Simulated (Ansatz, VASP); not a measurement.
# Al3Pt: VASP beside Ansatz

The input INCAR:

```
PREC     = Accurate       # precision mode
ENCUT    = 600            # plane-wave cutoff, eV
EDIFF    = 1E-6           # SCF threshold, eV
ISMEAR   = 0              # smearing method
SIGMA    = 0.1            # smearing width, eV
LREAL    = F              # projectors in reciprocal space
LASPH    = T              # aspherical terms in the spheres
NELM     = 60             # most SCF steps
ALGO     = Fast           # electronic algorithm
ISIF     = 3              # what is computed and relaxed
LWAVE    = F              # write WAVECAR
LCHARG   = F              # write CHGCAR
GGA      = PE             # functional
IBRION   = 2              # ionic algorithm
NSW      = 100            # ionic steps
EDIFFG   = -0.01          # ionic threshold
```

The input KPOINTS:

```
Automatic mesh
0
Gamma
  12 12 12
```

File POSCAR:

```
Al3Pt
1.0
    0.0000000000      3.1436148525      3.1436148525
    3.1436148525      0.0000000000      3.1436148525
    3.1436148525      3.1436148525      0.0000000000
Al Pt
3 1
Direct
    0.5000000000      0.5000000000      0.5000000000
    0.7500000000      0.7500000000      0.7500000000
    0.2500000000      0.2500000000      0.2500000000
    0.0000000000      0.0000000000      0.0000000000
```

Input for Ansatz:

```yaml
crystal:
  lattice:
    - [0.0, 3.1436148525, 3.1436148525]
    - [3.1436148525, 0.0, 3.1436148525]
    - [3.1436148525, 3.1436148525, 0.0]
  atoms:
    - { symbol: Al, position: [0.5, 0.5, 0.5] }
    - { symbol: Al, position: [0.75, 0.75, 0.75] }
    - { symbol: Al, position: [0.25, 0.25, 0.25] }
    - { symbol: Pt, position: [0.0, 0.0, 0.0] }
basis:
  ecutwfc: 420
kpoints:
  mp_grid: { grid: [12, 12, 12] }
hamiltonian:
  xc: pbe
scf:
  occupations: { method: gaussian, width: 0.1 }
output:
  forces: true
  stress: true
  eigenvalues: true
relax:
  adjacent_minimum: "off"
  f_tol: 0.01
  max_steps: 80
  cell: { stress_tol: 0.05 }
```

Change from the starting cell: species swapped into the CeCd3 type (Fm-3m, No. 225).

Alike in both runs: task relaxation of cell and atoms; functional PBE; k mesh 12 × 12 × 12; occupations gaussian, width 0.1 eV; no spin polarisation.

|  | VASP | Ansatz |
| --- | --- | --- |
| version | VASP 6.6.1 | Ansatz 0.2.0 |
| potentials or method | VASP PAW PBE potentials, release 64 (Al, Pt), cutoff 600 eV | scalar-relativistic, plane waves, PAW |
| valence electrons in the cell | 19 | 27 |

VASP gave:

| Item | Value |
| --- | --- |
| gap on the k mesh at the Fermi level, each at its own relaxed structure (eV) | none |
| relaxed volume (Å³/atom) | 15.53 |
| relaxed cell length with the largest relative difference (Å) | 4.446 |

Q: Which values does Ansatz return?

A: gap on the k mesh at the Fermi level, each at its own relaxed structure (eV): none; relaxed volume (Å³/atom): 15.54; relaxed cell length with the largest relative difference (Å): 4.447.

A gap of «none» marks a metal or a gap that the smearing closes. VASP's potentials hold 19 valence electrons a cell and Ansatz's 27, so a difference there can come from the potentials and not from the codes.

Neither program's run includes spin-orbit coupling. Noted on VASP's run: the relaxation stopped at its first step, so nothing moved.
